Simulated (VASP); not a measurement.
# MgC2: single point with PBE

The system is MgC2.

```
Mg C
1.0
     2.65430    0.00000    0.00000
    -1.32715    2.29869    0.00000
     0.00000    0.00000    4.10494
Mg C
1 2
Cartesian
  0.0000 0.0000 0.0000
  1.3271 0.7662 2.3060
  0.0000 1.5325 1.7989
```

The cell was built from a structure type or drawn by symmetry, and may not be a known phase.

| Quantity | Value |
| --- | --- |
| Program | VASP 6.6.1 |
| Task | single point |
| Functional | PBE |
| Potentials or basis | VASP PAW PBE potentials, release 64 (Mg, C) |
| Cutoff | 520 eV |
| k mesh | 9 × 9 × 4 |
| Occupations | gaussian, width 0.1 eV |
| Spin | no spin polarisation |
| Dipole correction | no |
| Further INCAR settings | ALGO = Fast; EDIFF = 1e-06; NBANDS = 12 |

```
Pressure               : -0.1 GPa
Largest force          : 0.013 eV/Å
Band gap on the k mesh : 0.31 eV (least direct gap 0.64 eV)
```

Forces on the atoms (eV/Å):
```
Mg   0.000  0.000  0.000
C    0.000  0.000 -0.013
C    0.000  0.000  0.013
```

Stress tensor (GPa, compression positive):
```
 0.22  0.00  0.00
 0.00  0.22  0.00
 0.00  0.00 -0.65
```

Levels at points of the mesh, in eV from the valence-band top:
```tsv
k point	band 1	band 2	band 3	band 4	band 5	band 6	band 7	band 8	band 9	band 10
(0.00, 0.00, 0.00)	-20.12	-9.75	-6.36	-3.74	-3.74	4.11	4.11	5.35	5.71	12.71
(0.00, 0.00, 0.50)	-19.87	-12.03	-3.69	-3.69	0.00	0.64	4.03	4.03	5.55	10.56
```

Wall time 5.6 s on 1 thread of Intel(R) Xeon(R) 6975P-C (Granite Rapids), on a shared host, peak memory 0.14 GiB.

Caveat: an odd mesh through Γ misses points on the zone boundary, where band edges can lie.
